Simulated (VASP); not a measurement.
# Rb (Im-3m) in VASP: further runs, part 2 of 2

VASP 6.6.1. Earlier steps stand in the parts before.

### 3 Relaxation of volume and atoms at fixed shape, PBEsol

The input, INCAR:

```
  PREC = Accurate
  ENCUT = 600
  EDIFF = 1E-6
  ISMEAR = -1
  SIGMA = 0.05
  LREAL = False
  LASPH = True
  NELM = 80
  ALGO = Normal
  ISIF = 8
  LWAVE = False
  LCHARG = False
  GGA = PS
  IBRION = 2
  NSW = 80
  EDIFFG = -0.03
```

The input, KPOINTS:

```
regular mesh
0
Gamma
  6 6 6
```

The input, POSCAR:

```
Rb
1.0
   -2.8025000000      2.8025000000      2.8025000000
    2.8025000000     -2.8025000000      2.8025000000
    2.8025000000      2.8025000000     -2.8025000000
Rb
1
Direct
    0.0000000000      0.0000000000      0.0000000000
```

Potentials or basis: VASP PAW PBE potentials, release 64 (Rb_sv).

Command:

```sh
$ cat potpaw_PBE.64/Rb_sv/POTCAR > POTCAR
$ mpirun -np 1 vasp_std > vasp.out
```

OUTCAR:

```text
PREC = Accurate
   ENCUT = 600
   EDIFF = 1E-6
   ISMEAR = -1
   LREAL = False
   LASPH = True
   NELM = 80
   ISIF = 8
   GGA = PS
   IBRION = 2
   NSW = 80
   EDIFFG = -0.03

 ion  position               nearest neighbor table
   1  0.000  0.000  0.000-

  LATTYP: Found a body centered cubic cell.
 ALAT       =     5.6050000000

  Lattice vectors:

 A1 = (  -2.8025000000,   2.8025000000,   2.8025000000)
 A2 = (   2.8025000000,  -2.8025000000,   2.8025000000)
 A3 = (   2.8025000000,   2.8025000000,  -2.8025000000)

Analysis of symmetry for initial positions (statically):
=====================================================================
 Subroutine PRICEL returns:
 Original cell was already a primitive cell.

 Routine SETGRP: Setting up the symmetry group for a
 body centered cubic supercell.

 Subroutine GETGRP returns: Found 48 space group operations
 (whereof 48 operations were pure point group operations)
 out of a pool of 48 trial point group operations.

The static configuration has the point symmetry O_h .

Analysis of symmetry for dynamics (positions and initial velocities):
=====================================================================
 Subroutine PRICEL returns:
 Original cell was already a primitive cell.

 Routine SETGRP: Setting up the symmetry group for a
 body centered cubic supercell.

 Subroutine GETGRP returns: Found 48 space group operations
 (whereof 48 operations were pure point group operations)
 out of a pool of 48 trial point group operations.

The dynamic configuration has the point symmetry O_h .

 Subroutine INISYM returns: Found 48 space group operations
 (whereof 48 operations are pure point group operations),
 and found     1 'primitive' translations

----------------------------------------------------------------------------------------

                                     Primitive cell

  volume of cell :      88.0434

  direct lattice vectors                    reciprocal lattice vectors
    -2.802500000  2.802500000  2.802500000     0.000000000  0.178412132  0.178412132
     2.802500000 -2.802500000  2.802500000     0.178412132  0.000000000  0.178412132
     2.802500000  2.802500000 -2.802500000     0.178412132  0.178412132  0.000000000

  length of vectors
     4.854072388  4.854072388  4.854072388     0.252312857  0.252312857  0.252312857

  position of ions in fractional coordinates (direct lattice)
     0.000000000  0.000000000  0.000000000

  ion indices of the primitive-cell ions
   primitive index   ion index
                 1           1

----------------------------------------------------------------------------------------

 KPOINTS: regular mesh

Automatic generation of k-mesh.
 Grid dimensions read from file:
 generate k-points for:    6    6    6

 Generating k-lattice:

  Cartesian coordinates                     Fractional coordinates (reciprocal lattice)
     0.000000000  0.029735355  0.029735355     0.166666667  0.000000000  0.000000000
     0.029735355  0.000000000  0.029735355     0.000000000  0.166666667  0.000000000
     0.029735355  0.029735355  0.000000000     0.000000000  0.000000000  0.166666667

  Length of vectors
     0.042052143  0.042052143  0.042052143

  Shift w.r.t. Gamma in fractional coordinates (k-lattice)
     0.000000000  0.000000000  0.000000000

 Subroutine IBZKPT returns following result:
 ===========================================

 Found     16 irreducible k-points:

 Following reciprocal coordinates:
            Coordinates               Weight
  0.000000  0.000000  0.000000      1.000000
  0.166667  0.000000  0.000000     12.000000
  0.333333  0.000000  0.000000     12.000000
  0.500000  0.000000  0.000000      6.000000
  0.166667  0.166667  0.000000     24.000000
  0.333333  0.166667 -0.000000     48.000000
[... 8 lines left out ...]
  0.500000  0.500000  0.333333     12.000000
  0.500000  0.500000  0.500000      1.000000
   k-points           NKPTS =     16   k-points in BZ     NKDIM =     16   number of bands    NBANDS=      8
   number of dos      NEDOS =    301   number of ions     NIONS =      1
   total plane-waves  NPLWV =  64000
   dimension x,y,z NGX =    40 NGY =   40 NGZ =   40
   dimension x,y,z NGXF=    80 NGYF=   80 NGZF=   80
   ions per type =               1
   NGX,Y,Z   is equivalent  to a cutoff of  13.70, 13.70, 13.70 a.u.
   NGXF,Y,Z  is equivalent  to a cutoff of  27.40, 27.40, 27.40 a.u.
 SYSTEM =  unknown system
   PREC   = accura    normal or accurate (medium, high low for compatibility)
   ISTART =      0    job   : 0-new  1-cont  2-samecut
   ICHARG =      2    charge: 1-file 2-atom 10-const
   ISPIN  =      1    spin polarized calculation?
   LNONCOLLINEAR =      F non collinear calculations
   LSORBIT =      F    spin-orbit coupling
   LASPH  =      T    aspherical Exc in radial PAW
   ENCUT  =  600.0 eV  44.10 Ry    6.64 a.u.   9.69  9.69  9.69*2*pi/ulx,y,z
   NELM   =     80;   NELMIN=  2; NELMDL= -5     # of ELM steps
   EDIFF  = 0.1E-05   stopping-criterion for ELM
   LREAL  =      F    real-space projection
   EDIFFG = -.3E-01   stopping-criterion for IOM
   NSW    =     80    number of steps for IOM
   IBRION =      2    ionic relax: 0-MD 1-quasi-New 2-CG
   NFREE  =      1    steps in history (QN), initial steepest desc. (CG)
   ISIF   =      8    stress and relaxation
   ISYM   =      2    0-nonsym 1-usesym 2-fastsym
   POTIM  = 0.5000    time-step for ionic-motion
   TEBEG  =    0.0;   TEEND  =   0.0 temperature during run
   PSTRESS=    0.0 pullay stress
   NELECT =       9.0000    total number of electrons
   NUPDOWN=      -1.0000    fix difference up-down
   EMIN   =  10.00;   EMAX   =-10.00  energy-range for DOS
   EFERMI =   0.00;   METHOD = LEGACY
   ISMEAR =    -1;   SIGMA  =   0.05  broadening in eV -4-tet -1-fermi 0-gaus
   EFERMI_NEDOS =   21; number of points for ismear=-14 and -15
   IALGO  =     38    algorithm
   IMIX   =      4    mixing-type and parameters
     AMIX     =   0.40;   BMIX     =  1.00
     AMIX_MAG =   1.60;   BMIX_MAG =  1.00
  volume/ion in A,a.u.               =      88.04       594.15
  Fermi-wavevector in a.u.,A,eV,Ry     =   0.765462  1.446513  7.972081  0.585931
  Thomas-Fermi vector in A             =   1.865587
   LORBIT       =      0    0 simple, 1 ext, 2 COOP (PROOUT), +10 PAW based schemes
   GGA     = PS    functional components
   LHFCALC =     F    Hartree Fock is set to
   AEXX    =    0.0000 exact exchange contribution
   IVDW    =     0    specifies the selected vdW correction
   LEPSILON=     F    determine dielectric tensor
   LRPA    =     F    only Hartree local field effects (RPA)
 conjugate gradient relaxation of ions
 non-spin polarized calculation
  energy-cutoff  :      600.00
  volume of cell :       88.04
 maximum number of plane-waves:      2988
   NGX = 19   NGY = 19   NGZ = 19

 number of electron       9.0000000 magnetization

 Free energy of the ion-electron system (eV)
  ---------------------------------------------------
  ext. energy  EPLUGINS =         0.00000000
  ---------------------------------------------------
  free energy    TOTEN  =        -1.01545948 eV

  energy without entropy =       -0.99967639  energy(sigma->0) =       -1.00756793

 E-fermi :   0.0313     XC(G=0):  -5.6035

 val. band max:       -0.1857207249   @ k =   0.1667   0.1667   0.1667
 cond. band min:       0.0439433406   @ k =   0.3333   0.1667  -0.0000
 fundamental gap:      0.2296640655
 Fermi energy:         0.0313423267

 k-point     1 :       0.0000    0.0000    0.0000
  band No.  band energies     occupation
      1     -28.8184      2.00000
      2     -12.8620      2.00000
      3     -12.8620      2.00000
      4     -12.8620      2.00000
      5      -2.0002      2.00000
      6       3.7300      0.00000
      7       3.7300      0.00000
      8       3.7300      0.00000
[... 155 lines left out ...]
 k-point    16 :       0.5000    0.5000    0.5000
  band No.  band energies     occupation
      1     -28.8095      2.00000
      2     -12.9393      2.00000
      3     -12.9393      2.00000
      4     -12.9393      2.00000
      5       1.2626      0.00000
      6       1.2626      0.00000
      7       3.3459      0.00000
      8       3.3459      0.00000

------------------------ aborting loop because EDIFF is reached ----------------------------------------

  FORCE on cell =-STRESS in cart. coord.  units (eV):
  Direction    XX          YY          ZZ          XY          YZ          ZX
  --------------------------------------------------------------------------------------
  -------------------------------------------------------------------------------------
  Total       -0.0175397     -0.0175397     -0.0175397      0.0000000      0.0000000     -0.0000000
  in kB       -0.3191796     -0.3191796     -0.3191796      0.0000000      0.0000000     -0.0000000
  external PRESSURE =      -0.3191796 kB  Pullay stress =       0.0000000 kB

 VOLUME and BASIS-vectors are now :
 -----------------------------------------------------------------------------
  energy-cutoff  :      600.00
  volume of cell :       88.04
      direct lattice vectors                 reciprocal lattice vectors
    -2.802500000  2.802500000  2.802500000     0.000000000  0.178412132  0.178412132
     2.802500000 -2.802500000  2.802500000     0.178412132  0.000000000  0.178412132
     2.802500000  2.802500000 -2.802500000     0.178412132  0.178412132  0.000000000

 POSITION                                       TOTAL-FORCE (eV/Angst)
 -----------------------------------------------------------------------------------
      0.00000      0.00000      0.00000         0.000000      0.000000      0.000000
 -----------------------------------------------------------------------------------
    total drift:                                0.000000     -0.000000     -0.000000

  FREE ENERGIE OF THE ION-ELECTRON SYSTEM (eV)
  ---------------------------------------------------
  free  energy   TOTEN  =        -1.0154594787 eV

  energy  without entropy=       -0.9996763863  energy(sigma->0) =       -1.00756793

 reached required accuracy - stopping structural energy minimisation
```

Run time: 22 s. Hardware: 1 thread of Intel Xeon 8259CL, shared host; peak memory 0.23 GiB.

Results:

- Free energy: -1.0155 eV
- Pressure after relaxing: 0.0 GPa
- Band gap on the k mesh: zero (an odd number of electrons rules out a gap without spin polarisation)

Final structure:
```yaml
crystal:
  lattice:
    - [-2.80250, 2.80250, 2.80250]
    - [2.80250, -2.80250, 2.80250]
    - [2.80250, 2.80250, -2.80250]
  atoms:
    - { symbol: Rb, position: [0.00000, 0.00000, 0.00000] }
```

Caveat: the relaxation stopped at its first step, so nothing moved; the PAW data sets were made with another functional, which shifts forces and pressure a little.
